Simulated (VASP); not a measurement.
# BeS (F-43m) in VASP: notebook

BeS is run at these levels: PBEsol; tasks: single point.

All numbers are computed with VASP 6.6.1; they aren't measurements. Logs are shortened: lines on timing, memory, paths and dates and some standing lists are left out, and cuts for length are marked.

## Step 1: The cell of the first run

Symmetry: F-43m, No. 216, cubic system. Conventional cell: a = 4.838 Å, b = 4.838 Å, c = 4.838 Å, α = 90.00°, β = 90.00°, γ = 90.00°. Within 2.8 Å of Be (site symmetry -43m) lie 4 S at 2.09 Å. Within 2.8 Å of S (site symmetry -43m) lie 4 Be at 2.09 Å.

## Step 2: Single point, PBEsol

The input, INCAR:

```
SYSTEM = BeS
PREC     = Accurate       ! precision mode
ENCUT    = 600            ! plane-wave cutoff, eV
EDIFF    = 1E-6           ! SCF threshold, eV
ISMEAR   = 0              ! smearing method
SIGMA    = 0.02           ! smearing width, eV
LREAL    = .FALSE.        ! projectors in reciprocal space
LASPH    = .TRUE.         ! aspherical terms in the spheres
NELM     = 120            ! most SCF steps
ALGO     = Normal         ! electronic algorithm
ISIF     = 2              ! what is computed and relaxed
LWAVE    = .FALSE.        ! write WAVECAR
LCHARG   = .FALSE.        ! write CHGCAR
GGA      = PS             ! functional
NBANDS   = 11             ! bands
GGA_COMPAT= .FALSE.
```

The input, KPOINTS:

```
Automatic mesh
0
G
  8 8 8
  0 0 0
```

The input, POSCAR:

```
BeS
1.0
    0.0000000000      2.4188308203      2.4188308203
    2.4188308203      0.0000000000      2.4188308203
    2.4188308203      2.4188308203      0.0000000000
Be S
1 1
Direct
    0.0000000000      0.0000000000      0.0000000000
    0.2500000000      0.2500000000      0.2500000000
```

Potentials or basis: VASP PAW PBE potentials, release 64 (Be, S).

Started as:

```
$ cat potpaw_PBE.64/Be/POTCAR potpaw_PBE.64/S/POTCAR > POTCAR
$ mpirun -np 1 vasp_std > vasp.out
```

OUTCAR:

```text
SYSTEM = BeS
   PREC = Accurate
   ENCUT = 600
   EDIFF = 1E-6
   ISMEAR = 0
   LREAL = .FALSE.
   LASPH = .TRUE.
   NELM = 120
   ISIF = 2
   GGA = PS

 ion  position               nearest neighbor table
   1  0.000  0.000  0.000-   2 2.09   2 2.09   2 2.09   2 2.09
   2  0.250  0.250  0.250-   1 2.09   1 2.09   1 2.09   1 2.09

  LATTYP: Found a face centered cubic cell.
 ALAT       =     4.8376616406

  Lattice vectors:

 A1 = (   0.0000000000,   2.4188308203,   2.4188308203)
 A2 = (   2.4188308203,   0.0000000000,   2.4188308203)
 A3 = (   2.4188308203,   2.4188308203,   0.0000000000)

Analysis of symmetry for initial positions (statically):
=====================================================================
 Subroutine PRICEL returns:
 Original cell was already a primitive cell.

 Routine SETGRP: Setting up the symmetry group for a
 face centered cubic supercell.

 Subroutine GETGRP returns: Found 24 space group operations
 (whereof 24 operations were pure point group operations)
 out of a pool of 48 trial point group operations.

The static configuration has the point symmetry T_d .

Analysis of symmetry for dynamics (positions and initial velocities):
=====================================================================
 Subroutine PRICEL returns:
 Original cell was already a primitive cell.

 Routine SETGRP: Setting up the symmetry group for a
 face centered cubic supercell.

 Subroutine GETGRP returns: Found 24 space group operations
 (whereof 24 operations were pure point group operations)
 out of a pool of 48 trial point group operations.

The dynamic configuration has the point symmetry T_d .

 Subroutine INISYM returns: Found 24 space group operations
 (whereof 24 operations are pure point group operations),
 and found     1 'primitive' translations

----------------------------------------------------------------------------------------

                                     Primitive cell

  volume of cell :      28.3039

  direct lattice vectors                    reciprocal lattice vectors
     0.000000000  2.418830820  2.418830820    -0.206711439  0.206711439  0.206711439
     2.418830820  0.000000000  2.418830820     0.206711439 -0.206711439  0.206711439
     2.418830820  2.418830820  0.000000000     0.206711439  0.206711439 -0.206711439

  length of vectors
     3.420743351  3.420743351  3.420743351     0.358034715  0.358034715  0.358034715

  position of ions in fractional coordinates (direct lattice)
     0.000000000  0.000000000  0.000000000
     0.250000000  0.250000000  0.250000000

  ion indices of the primitive-cell ions
   primitive index   ion index
                 1           1
                 2           2

----------------------------------------------------------------------------------------

 KPOINTS: Automatic mesh

Automatic generation of k-mesh.
 Grid dimensions read from file:
 generate k-points for:    8    8    8

 Generating k-lattice:

  Cartesian coordinates                     Fractional coordinates (reciprocal lattice)
    -0.025838930  0.025838930  0.025838930     0.125000000  0.000000000  0.000000000
     0.025838930 -0.025838930  0.025838930     0.000000000  0.125000000  0.000000000
     0.025838930  0.025838930 -0.025838930     0.000000000  0.000000000  0.125000000

  Length of vectors
     0.044754339  0.044754339  0.044754339

  Shift w.r.t. Gamma in fractional coordinates (k-lattice)
     0.000000000  0.000000000  0.000000000

 Subroutine IBZKPT returns following result:
 ===========================================

 Found     29 irreducible k-points:

 Following reciprocal coordinates:
            Coordinates               Weight
  0.000000  0.000000  0.000000      1.000000
  0.125000  0.000000  0.000000      8.000000
  0.250000  0.000000  0.000000      8.000000
  0.375000  0.000000  0.000000      8.000000
  0.500000  0.000000  0.000000      4.000000
  0.125000  0.125000  0.000000      6.000000
[... 16 lines left out ...]
  0.500000  0.250000  0.125000     48.000000
 -0.375000  0.250000  0.125000     24.000000
 [... further k-points ...]
   k-points           NKPTS =     29   k-points in BZ     NKDIM =     29   number of bands    NBANDS=     11
   number of dos      NEDOS =    301   number of ions     NIONS =      2
   total plane-waves  NPLWV =  21952
   dimension x,y,z NGX =    28 NGY =   28 NGZ =   28
   dimension x,y,z NGXF=    56 NGYF=   56 NGZF=   56
   ions per type =               1   1
   NGX,Y,Z   is equivalent  to a cutoff of  13.61, 13.61, 13.61 a.u.
   NGXF,Y,Z  is equivalent  to a cutoff of  27.22, 27.22, 27.22 a.u.
 SYSTEM =  BeS
   PREC   = accura    normal or accurate (medium, high low for compatibility)
   ISTART =      0    job   : 0-new  1-cont  2-samecut
   ICHARG =      2    charge: 1-file 2-atom 10-const
   ISPIN  =      1    spin polarized calculation?
   LNONCOLLINEAR =      F non collinear calculations
   LSORBIT =      F    spin-orbit coupling
   LASPH  =      T    aspherical Exc in radial PAW
   ENCUT  =  600.0 eV  44.10 Ry    6.64 a.u.   6.83  6.83  6.83*2*pi/ulx,y,z
   NELM   =    120;   NELMIN=  2; NELMDL= -5     # of ELM steps
   EDIFF  = 0.1E-05   stopping-criterion for ELM
   LREAL  =      F    real-space projection
[... 7 lines left out ...]
   TEBEG  =    0.0;   TEEND  =   0.0 temperature during run
   PSTRESS=    0.0 pullay stress
   NELECT =       8.0000    total number of electrons
   NUPDOWN=      -1.0000    fix difference up-down
   EMIN   =  10.00;   EMAX   =-10.00  energy-range for DOS
   EFERMI =   0.00;   METHOD = LEGACY
   ISMEAR =     0;   SIGMA  =   0.02  broadening in eV -4-tet -1-fermi 0-gaus
   EFERMI_NEDOS =   21; number of points for ismear=-14 and -15
   IALGO  =     38    algorithm
   IMIX   =      4    mixing-type and parameters
     AMIX     =   0.40;   BMIX     =  1.00
     AMIX_MAG =   1.60;   BMIX_MAG =  1.00
  volume/ion in A,a.u.               =      14.15        95.50
  Fermi-wavevector in a.u.,A,eV,Ry     =   1.074375  2.030275 15.704963  1.154282
  Thomas-Fermi vector in A             =   2.210202
   LORBIT       =      0    0 simple, 1 ext, 2 COOP (PROOUT), +10 PAW based schemes
   GGA     = PS    functional components
   LHFCALC =     F    Hartree Fock is set to
   AEXX    =    0.0000 exact exchange contribution
   IVDW    =     0    specifies the selected vdW correction
   LEPSILON=     F    determine dielectric tensor
   LRPA    =     F    only Hartree local field effects (RPA)
 non-spin polarized calculation
 Gauss-broadening in eV      SIGMA  =   0.02
  energy-cutoff  :      600.00
  volume of cell :       28.30
 maximum number of plane-waves:       960
   NGX = 13   NGY = 13   NGZ = 13

 number of electron       8.0000000 magnetization

 Free energy of the ion-electron system (eV)
  ---------------------------------------------------
  ext. energy  EPLUGINS =         0.00000000
  ---------------------------------------------------
  free energy    TOTEN  =       -10.56434389 eV

  energy without entropy =      -10.56434389  energy(sigma->0) =      -10.56434389

 E-fermi :   4.3570     XC(G=0):  -9.9323

 val. band max:        4.2236439627   @ k =   0.0000   0.0000   0.0000
 cond. band min:       7.1344408027   @ k =   0.5000   0.5000   0.0000
 fundamental gap:      2.9107968400
 Fermi energy:         4.3569897475

 k-point     1 :       0.0000    0.0000    0.0000
  band No.  band energies     occupation
      1      -9.5458      2.00000
      2       4.2236      2.00000
      3       4.2236      2.00000
      4       4.2236      2.00000
      5       9.8300      0.00000
      6       9.8300      0.00000
      7       9.8300      0.00000
      8       9.9942      0.00000
      9      17.0334      0.00000
     10      17.0334      0.00000
     11      18.9589      0.00000

 k-point     2 :       0.1250    0.0000    0.0000
  band No.  band energies     occupation
      1      -9.3648      2.00000
      2       2.9906      2.00000
      3       4.0191      2.00000
      4       4.0191      2.00000
      5       9.7403      0.00000
      6      10.1926      0.00000
      7      10.1926      0.00000
      8      11.3262      0.00000
      9      16.3015      0.00000
     10      16.3015      0.00000
     11      18.7552      0.00000

 k-point     3 :       0.2500    0.0000    0.0000
  band No.  band energies     occupation
      1      -8.8649      2.00000
      2       0.8453      2.00000
      3       3.6134      2.00000
      4       3.6134      2.00000
      5       9.6969      0.00000
      6      10.7374      0.00000
      7      10.7374      0.00000
      8      13.4304      0.00000
      9      16.0501      0.00000
     10      16.0501      0.00000
     11      18.2954      0.00000

 k-point     4 :       0.3750    0.0000    0.0000
  band No.  band energies     occupation
      1      -8.2257      2.00000
      2      -0.9501      2.00000
      3       3.2880      2.00000
      4       3.2880      2.00000
      5       9.6507      0.00000
      6      10.7872      0.00000
      7      10.7872      0.00000
      8      14.8616      0.00000
      9      17.4361      0.00000
     10      17.4361      0.00000
     11      18.5333      0.00000
[... 239 lines left out ...]
 k-point    22 :       0.3750    0.2500    0.1250
  band No.  band energies     occupation
      1      -8.4557      2.00000
      2       0.6150      2.00000
      3       2.0243      2.00000
      4       3.0774      2.00000
      5       9.6497      0.00000
      6      11.4549      0.00000
      7      11.6424      0.00000
      8      12.7572      0.00000
      9      15.7853      0.00000
     10      18.6202      0.00000
     11      20.1396      0.00000

 k-point    23 :       0.5000    0.2500    0.1250
  band No.  band energies     occupation
      1      -7.8921      2.00000
      2      -0.5741      2.00000
      3       1.4826      2.00000
      4       2.5918      2.00000
      5      10.1101      0.00000
      6      10.9609      0.00000
      7      12.6535      0.00000
      8      13.4660      0.00000
      9      16.8096      0.00000
     10      18.6001      0.00000
     11      20.7165      0.00000

 k-point    24 :      -0.3750    0.2500    0.1250
  band No.  band energies     occupation
      1      -7.6067      2.00000
      2      -1.1452      2.00000
      3       1.3892      2.00000
      4       2.3388      2.00000
      5      10.1890      0.00000
      6      10.7443      0.00000
      7      13.3441      0.00000
      8      14.6796      0.00000
      9      15.6100      0.00000
     10      19.5712      0.00000
     11      20.1433      0.00000

 [... further k-points ...]

------------------------ aborting loop because EDIFF is reached ----------------------------------------

  FORCE on cell =-STRESS in cart. coord.  units (eV):
  Direction    XX          YY          ZZ          XY          YZ          ZX
  --------------------------------------------------------------------------------------
  -------------------------------------------------------------------------------------
  Total        0.0371912      0.0371912      0.0371912     -0.0000000      0.0000000      0.0000000
  in kB        2.1052533      2.1052533      2.1052533     -0.0000000      0.0000000      0.0000000
  external PRESSURE =       2.1052533 kB  Pullay stress =       0.0000000 kB

 VOLUME and BASIS-vectors are now :
 -----------------------------------------------------------------------------
  energy-cutoff  :      600.00
  volume of cell :       28.30
      direct lattice vectors                 reciprocal lattice vectors
     0.000000000  2.418830820  2.418830820    -0.206711439  0.206711439  0.206711439
     2.418830820  0.000000000  2.418830820     0.206711439 -0.206711439  0.206711439
     2.418830820  2.418830820  0.000000000     0.206711439  0.206711439 -0.206711439

 POSITION                                       TOTAL-FORCE (eV/Angst)
 -----------------------------------------------------------------------------------
      0.00000      0.00000      0.00000         0.000000      0.000000      0.000000
      1.20942      1.20942      1.20942        -0.000000     -0.000000     -0.000000
 -----------------------------------------------------------------------------------
    total drift:                               -0.000000     -0.000000      0.000000

  FREE ENERGIE OF THE ION-ELECTRON SYSTEM (eV)
  ---------------------------------------------------
  free  energy   TOTEN  =       -10.5643438912 eV

  energy  without entropy=      -10.5643438912  energy(sigma->0) =      -10.56434389
```

Wall time 14 s (1 thread of Intel Xeon Platinum 8259CL at 2.50GHz (Skylake/Cascade Lake), shared host); peak memory 0.15 GiB.

Results:

```
Free energy            : -10.5643 eV
Pressure               : 0.2 GPa
Band gap on the k mesh : 2.91 eV (least direct gap 5.61 eV)
```

Levels at points of the mesh, in eV from the valence-band top:
```tsv
k point	band 1	band 2	band 3	band 4	band 5	band 6	band 7	band 8	band 9
(0.00, 0.00, 0.00)	-13.77	0.00	0.00	0.00	5.61	5.61	5.61	5.77	12.81
(0.50, 0.00, 0.00)	-12.11	-5.91	-1.05	-1.05	5.41	6.48	6.48	11.01	14.96
(0.50, 0.50, 0.00)	-11.56	-5.11	-2.70	-2.70	2.91	4.80	12.81	12.81	15.50
```

Caveat: the PAW data sets were made with another functional, which shifts forces and pressure a little. A k mesh can miss the band edges.

## Step 3: Single point, PBEsol

The input, INCAR:

```
  ALGO = Normal
  EDIFF = 1E-6
  ENCUT = 600
  GGA = PS
  GGA_COMPAT = F
  ISIF = 2
  ISMEAR = 0
  LASPH = T
  LCHARG = T
  LELF = T
  LREAL = F
  LVHAR = T
  LWAVE = F
  NBANDS = 11
  NELM = 120
  PREC = Accurate
  SIGMA = 0.01
```

The input, KPOINTS:

```
k-points
0
Gamma
  8 8 8
```

POSCAR is that of step 2.

Potentials or basis: VASP PAW PBE potentials, release 64 (Be, S).

Started as:

```
$ cat potpaw_PBE.64/Be/POTCAR potpaw_PBE.64/S/POTCAR > POTCAR
$ mpirun -np 1 vasp_std > vasp.out
```

Run time: 14 s. Hardware: 1 thread of Intel Xeon Platinum 8259CL at 2.50GHz (Skylake/Cascade Lake), shared host; peak memory 0.15 GiB.

The run converged. Its results:

```yaml
Free_energy: -10.5643 eV
Pressure: 0.2 GPa
Band_gap_on_the_k_mesh: 2.91 eV (least direct gap 5.61 eV)
```

Levels at points of the mesh, in eV from the valence-band top:
```
           k point  band 2  band 3  band 4  band 5  band 6  band 7
(0.00, 0.00, 0.00)    0.00    0.00    0.00    5.61    5.61    5.61
(0.50, 0.00, 0.00)   -5.91   -1.05   -1.05    5.41    6.48    6.48
(0.50, 0.50, 0.00)   -5.11   -2.70   -2.70    2.91    4.80   12.81
```

Caveat: the PAW data sets were made with another functional, which shifts forces and pressure a little.

[end of part 1 of 2]
